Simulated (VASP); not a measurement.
# Sr (P6/mmm) in VASP: notebook

Runs on Sr. Level: PBEsol. Tasks: single point.

Everything below comes from runs of VASP 6.6.1. Logs are shortened: lines on timing, memory, paths and dates and some standing lists are left out, and cuts for length are marked.

## (1) The cell of the first run

Symmetry: P6/mmm, No. 191, hexagonal system. The conventional cell has a = 4.995 Å, b = 4.995 Å, c = 2.974 Å, α = 90.00°, β = 90.00°, γ = 120.00°. Sr (site symmetry 6/mmm) has 14 Sr at 2.97 to 3.24 Å within 3.9 Å. Sr (site symmetry -6m2) has 11 Sr at 2.88 to 3.24 Å within 3.8 Å.

## (2) Single point, PBEsol

The input, INCAR:

```
SYSTEM = Sr
PREC = Accurate
ENCUT = 520
EDIFF = 1E-7
ISMEAR = -1
SIGMA = 0.08
LREAL = .FALSE.
LASPH = .TRUE.
NELM = 80
ALGO = Normal
ISIF = 2
LWAVE = .FALSE.
LCHARG = .TRUE.
GGA = PS
LELF = .TRUE.
LVHAR = .TRUE.
NBANDS = 22
```

The input, KPOINTS:

```
Automatic mesh
0
G
  7 7 10
  0 0 0
```

The input, POSCAR:

```
Sr
1.0
    4.9949321813      0.0000000000      0.0000000000
   -2.4974660907      4.3257381591      0.0000000000
    0.0000000000      0.0000000000      2.9744269116
Sr
3
Direct
    0.0000000000      0.0000000000      0.0000000000
    0.3333333333      0.6666666667      0.5000000000
    0.6666666667      0.3333333333      0.5000000000
```

Potentials or basis: VASP PAW PBE potentials, release 64 (Sr_sv).

The run is started by

```bash
$ cat potpaw_PBE.64/Sr_sv/POTCAR > POTCAR
$ mpirun -np 1 vasp_std > vasp.out
```

OUTCAR:

```text
SYSTEM = Sr
   PREC = Accurate
   ENCUT = 520
   EDIFF = 1E-7
   ISMEAR = -1
   LREAL = .FALSE.
   LASPH = .TRUE.
   NELM = 80
   ISIF = 2
   GGA = PS

 ion  position               nearest neighbor table
   1  0.000  0.000  0.000-   2 3.24   3 3.24   2 3.24   3 3.24   2 3.24   2 3.24   3 3.24   3 3.24
                             3 3.24   3 3.24   2 3.24   2 3.24
   2  0.333  0.667  0.500-   3 2.88   3 2.88   3 2.88   1 3.24   1 3.24   1 3.24   1 3.24   1 3.24
                             1 3.24   3 4.14   3 4.14   3 4.14   3 4.14   3 4.14   3 4.14
   3  0.667  0.333  0.500-   2 2.88   2 2.88   2 2.88   1 3.24   1 3.24   1 3.24   1 3.24   1 3.24
                             1 3.24   2 4.14   2 4.14   2 4.14   2 4.14   2 4.14   2 4.14

  LATTYP: Found a hexagonal cell.
 ALAT       =     4.9949321813
 C/A-ratio  =     0.5954889483

  Lattice vectors:

 A1 = (   4.9949321813,   0.0000000000,   0.0000000000)
 A2 = (  -2.4974660907,   4.3257381591,   0.0000000000)
 A3 = (   0.0000000000,   0.0000000000,   2.9744269116)

Analysis of symmetry for initial positions (statically):
=====================================================================
 Subroutine PRICEL returns:
 Original cell was already a primitive cell.

 Routine SETGRP: Setting up the symmetry group for a
 hexagonal supercell.

 Subroutine GETGRP returns: Found 24 space group operations
 (whereof 24 operations were pure point group operations)
 out of a pool of 24 trial point group operations.

The static configuration has the point symmetry D_6h.

Analysis of symmetry for dynamics (positions and initial velocities):
=====================================================================
 Subroutine PRICEL returns:
 Original cell was already a primitive cell.

 Routine SETGRP: Setting up the symmetry group for a
 hexagonal supercell.

 Subroutine GETGRP returns: Found 24 space group operations
 (whereof 24 operations were pure point group operations)
 out of a pool of 24 trial point group operations.

The dynamic configuration has the point symmetry D_6h.

 Subroutine INISYM returns: Found 24 space group operations
 (whereof 24 operations are pure point group operations),
 and found     1 'primitive' translations

----------------------------------------------------------------------------------------

                                     Primitive cell

  volume of cell :      64.2678

  direct lattice vectors                    reciprocal lattice vectors
     4.994932181  0.000000000  0.000000000     0.200202918  0.115587209  0.000000000
    -2.497466091  4.325738159  0.000000000     0.000000000  0.231174418  0.000000000
     0.000000000  0.000000000  2.974426912     0.000000000  0.000000000  0.336199217

  length of vectors
     4.994932181  4.994932181  2.974426912     0.231174418  0.231174418  0.336199217

  position of ions in fractional coordinates (direct lattice)
     0.000000000  0.000000000  0.000000000
     0.333333333  0.666666667  0.500000000
     0.666666667  0.333333333  0.500000000

  ion indices of the primitive-cell ions
   primitive index   ion index
                 1           1
                 2           2
                 3           3

----------------------------------------------------------------------------------------

 KPOINTS: Automatic mesh

Automatic generation of k-mesh.
 Grid dimensions read from file:
 generate k-points for:    7    7   10

 Generating k-lattice:

  Cartesian coordinates                     Fractional coordinates (reciprocal lattice)
     0.028600417  0.016512458  0.000000000     0.142857143  0.000000000  0.000000000
     0.000000000  0.033024917  0.000000000     0.000000000  0.142857143  0.000000000
     0.000000000  0.000000000  0.033619922     0.000000000  0.000000000  0.100000000

  Length of vectors
     0.033024917  0.033024917  0.033619922

  Shift w.r.t. Gamma in fractional coordinates (k-lattice)
     0.000000000  0.000000000  0.000000000

 Subroutine IBZKPT returns following result:
 ===========================================

 Found     48 irreducible k-points:

 Following reciprocal coordinates:
            Coordinates               Weight
  0.000000  0.000000  0.000000      1.000000
  0.142857  0.000000  0.000000      6.000000
  0.285714  0.000000  0.000000      6.000000
  0.428571 -0.000000  0.000000      6.000000
  0.142857  0.142857  0.000000      6.000000
  0.285714  0.142857  0.000000     12.000000
[... 16 lines left out ...]
  0.428571  0.142857  0.200000     12.000000
  0.285714  0.285714  0.200000     12.000000
 [... further k-points ...]
   k-points           NKPTS =     48   k-points in BZ     NKDIM =     48   number of bands    NBANDS=     22
   number of dos      NEDOS =    301   number of ions     NIONS =      3
   total plane-waves  NPLWV =  38400
   dimension x,y,z NGX =    40 NGY =   40 NGZ =   24
   dimension x,y,z NGXF=    80 NGYF=   80 NGZF=   48
   ions per type =               3
   NGX,Y,Z   is equivalent  to a cutoff of  13.31, 13.31, 13.41 a.u.
   NGXF,Y,Z  is equivalent  to a cutoff of  26.63, 26.63, 26.83 a.u.
 SYSTEM =  Sr
   PREC   = accura    normal or accurate (medium, high low for compatibility)
   ISTART =      0    job   : 0-new  1-cont  2-samecut
   ICHARG =      2    charge: 1-file 2-atom 10-const
   ISPIN  =      1    spin polarized calculation?
   LNONCOLLINEAR =      F non collinear calculations
   LSORBIT =      F    spin-orbit coupling
   LASPH  =      T    aspherical Exc in radial PAW
   ENCUT  =  520.0 eV  38.22 Ry    6.18 a.u.   9.29  9.29  5.53*2*pi/ulx,y,z
   NELM   =     80;   NELMIN=  2; NELMDL= -5     # of ELM steps
   EDIFF  = 0.1E-06   stopping-criterion for ELM
   LREAL  =      F    real-space projection
   EDIFFG = 0.1E-05   stopping-criterion for IOM
   NSW    =      0    number of steps for IOM
   IBRION =     -1    ionic relax: 0-MD 1-quasi-New 2-CG
   NFREE  =      0    steps in history (QN), initial steepest desc. (CG)
   ISIF   =      2    stress and relaxation
   ISYM   =      2    0-nonsym 1-usesym 2-fastsym
   POTIM  = 0.5000    time-step for ionic-motion
   TEBEG  =    0.0;   TEEND  =   0.0 temperature during run
   PSTRESS=    0.0 pullay stress
   NELECT =      30.0000    total number of electrons
   NUPDOWN=      -1.0000    fix difference up-down
   EMIN   =  10.00;   EMAX   =-10.00  energy-range for DOS
   EFERMI =   0.00;   METHOD = LEGACY
   ISMEAR =    -1;   SIGMA  =   0.08  broadening in eV -4-tet -1-fermi 0-gaus
   EFERMI_NEDOS =   21; number of points for ismear=-14 and -15
   IALGO  =     38    algorithm
   IMIX   =      4    mixing-type and parameters
     AMIX     =   0.40;   BMIX     =  1.00
     AMIX_MAG =   1.60;   BMIX_MAG =  1.00
  volume/ion in A,a.u.               =      21.42       144.57
  Fermi-wavevector in a.u.,A,eV,Ry     =   1.269943  2.399844 21.942865  1.612755
  Thomas-Fermi vector in A             =   2.402957
   LORBIT       =      0    0 simple, 1 ext, 2 COOP (PROOUT), +10 PAW based schemes
   GGA     = PS    functional components
   LHFCALC =     F    Hartree Fock is set to
   AEXX    =    0.0000 exact exchange contribution
   IVDW    =     0    specifies the selected vdW correction
   LEPSILON=     F    determine dielectric tensor
   LRPA    =     F    only Hartree local field effects (RPA)
 non-spin polarized calculation
  energy-cutoff  :      520.00
  volume of cell :       64.27
 maximum number of plane-waves:      1748
 NGX is ok and might be reduce to    40
   NGX = 19   NGY = 19   NGZ = 11

 number of electron      30.0000000 magnetization

 Free energy of the ion-electron system (eV)
  ---------------------------------------------------
  ext. energy  EPLUGINS =         0.00000000
  ---------------------------------------------------
  free energy    TOTEN  =         0.72034495 eV

  energy without entropy =        0.78834399  energy(sigma->0) =        0.75434447

 E-fermi :   5.9175     XC(G=0): -11.0764

 val. band max:        5.9019756722   @ k =   0.2857   0.0000   0.1000
 cond. band min:       5.9197257191   @ k =   0.4286   0.1429   0.3000
 fundamental gap:      0.0177500469
 Fermi energy:         5.9175321492

 k-point     1 :       0.0000    0.0000    0.0000
  band No.  band energies     occupation
      1     -29.9398      2.00000
      2     -29.1531      2.00000
      3     -29.0906      2.00000
      4     -12.7867      2.00000
      5     -12.7867      2.00000
      6     -12.1991      2.00000
[... 14 lines left out ...]
     21      10.1249      0.00000
     22      10.1249      0.00000

 k-point     2 :       0.1429    0.0000    0.0000
  band No.  band energies     occupation
      1     -29.9001      2.00000
      2     -29.1846      2.00000
      3     -29.1059      2.00000
      4     -12.9963      2.00000
      5     -12.8920      2.00000
      6     -11.9223      2.00000
[... 14 lines left out ...]
     21       9.7134      0.00000
     22      10.4337      0.00000

 k-point     3 :       0.2857    0.0000    0.0000
  band No.  band energies     occupation
      1     -29.7907      2.00000
      2     -29.2750      2.00000
      3     -29.1408      2.00000
      4     -13.2613      2.00000
      5     -12.8445      2.00000
      6     -11.4688      2.00000
[... 14 lines left out ...]
     21       9.9089      0.00000
     22      10.2358      0.00000

 k-point     4 :       0.4286   -0.0000    0.0000
  band No.  band energies     occupation
      1     -29.6485      2.00000
      2     -29.4033      2.00000
      3     -29.1676      2.00000
      4     -13.4094      2.00000
      5     -12.5200      2.00000
      6     -11.7769      2.00000
[... 14 lines left out ...]
     21       9.9738      0.00000
     22      10.5885      0.00000

 k-point     5 :       0.1429    0.1429    0.0000
  band No.  band energies     occupation
      1     -29.8254      2.00000
      2     -29.2423      2.00000
      3     -29.1344      2.00000
      4     -13.1216      2.00000
      5     -12.9786      2.00000
      6     -11.5256      2.00000
[... 14 lines left out ...]
     21       9.4200      0.00000
     22      10.5580      0.00000

 k-point     6 :       0.2857    0.1429    0.0000
  band No.  band energies     occupation
      1     -29.6961      2.00000
      2     -29.3464      2.00000
      3     -29.1741      2.00000
      4     -13.2536      2.00000
      5     -12.8168      2.00000
      6     -11.5880      2.00000
[... 14 lines left out ...]
     21      10.0252      0.00000
     22      10.2493      0.00000

 k-point     7 :       0.4286    0.1429    0.0000
  band No.  band energies     occupation
      1     -29.5890      2.00000
      2     -29.4424      2.00000
      3     -29.1918      2.00000
      4     -13.3127      2.00000
      5     -12.4838      2.00000
      6     -12.1156      2.00000
[... 324 lines left out ...]
      6     -11.9615      2.00000
[... 14 lines left out ...]
     21       9.5287      0.00000
     22      10.2790      0.00000

 k-point    21 :       0.1429    0.1429    0.2000
  band No.  band energies     occupation
      1     -29.6887      2.00000
      2     -29.1367      2.00000
      3     -29.0469      2.00000
      4     -12.9475      2.00000
      5     -12.7512      2.00000
      6     -11.8052      2.00000
[... 14 lines left out ...]
     21       9.7815      0.00000
     22       9.9704      0.00000

 k-point    22 :       0.2857    0.1429    0.2000
  band No.  band energies     occupation
      1     -29.5713      2.00000
      2     -29.2373      2.00000
      3     -29.0754      2.00000
      4     -13.0699      2.00000
      5     -12.6460      2.00000
      6     -11.8420      2.00000
[... 14 lines left out ...]
     21       9.6653      0.00000
     22       9.7794      0.00000

 k-point    23 :       0.4286    0.1429    0.2000
  band No.  band energies     occupation
      1     -29.4772      2.00000
      2     -29.3240      2.00000
      3     -29.0880      2.00000
      4     -13.1184      2.00000
      5     -12.4487      2.00000
      6     -12.1099      2.00000
[... 14 lines left out ...]
     21       9.5339      0.00000
     22       9.8655      0.00000

 k-point    24 :       0.2857    0.2857    0.2000
  band No.  band energies     occupation
      1     -29.4568      2.00000
      2     -29.3284      2.00000
      3     -29.1054      2.00000
      4     -13.0328      2.00000
      5     -12.5065      2.00000
      6     -12.1553      2.00000
[... 14 lines left out ...]
     21       9.4067      0.00000
     22       9.6717      0.00000

 [... further k-points ...]

------------------------ aborting loop because EDIFF is reached ----------------------------------------

  FORCE on cell =-STRESS in cart. coord.  units (eV):
  Direction    XX          YY          ZZ          XY          YZ          ZX
  --------------------------------------------------------------------------------------
  -------------------------------------------------------------------------------------
  Total       14.7673059     14.7673059     14.7507143     -0.0000000     -0.0000000      0.0000000
  in kB      368.1448502    368.1448502    367.7312261     -0.0000000     -0.0000000      0.0000000
  external PRESSURE =     368.0069755 kB  Pullay stress =       0.0000000 kB

 VOLUME and BASIS-vectors are now :
 -----------------------------------------------------------------------------
  energy-cutoff  :      520.00
  volume of cell :       64.27
      direct lattice vectors                 reciprocal lattice vectors
     4.994932181  0.000000000  0.000000000     0.200202918  0.115587209  0.000000000
    -2.497466091  4.325738159  0.000000000     0.000000000  0.231174418  0.000000000
     0.000000000  0.000000000  2.974426912     0.000000000  0.000000000  0.336199217

 POSITION                                       TOTAL-FORCE (eV/Angst)
 -----------------------------------------------------------------------------------
      0.00000      0.00000      0.00000         0.000000      0.000000      0.000000
     -0.00000      2.88383      1.48721         0.000000     -0.000000      0.000000
      2.49747      1.44191      1.48721        -0.000000      0.000000      0.000000
 -----------------------------------------------------------------------------------
    total drift:                                0.000000     -0.000000      0.000000

  FREE ENERGIE OF THE ION-ELECTRON SYSTEM (eV)
  ---------------------------------------------------
  free  energy   TOTEN  =         0.7203449467 eV

  energy  without entropy=        0.7883439900  energy(sigma->0) =        0.75434447
```

Wall time 69 s (1 thread of Intel Xeon Platinum 8488C (Sapphire Rapids), shared host); peak memory 0.21 GiB.

What came out:

```
Free energy            : 0.7203 eV
Pressure               : 36.8 GPa
Band gap on the k mesh : zero (band 15 reaches 7.65 eV, above the bottom of band 16 at 5.32 eV)
```

Caveat: the PAW data sets were made with another functional, which shifts forces and pressure a little.

(Continued in part 2 of 2.)
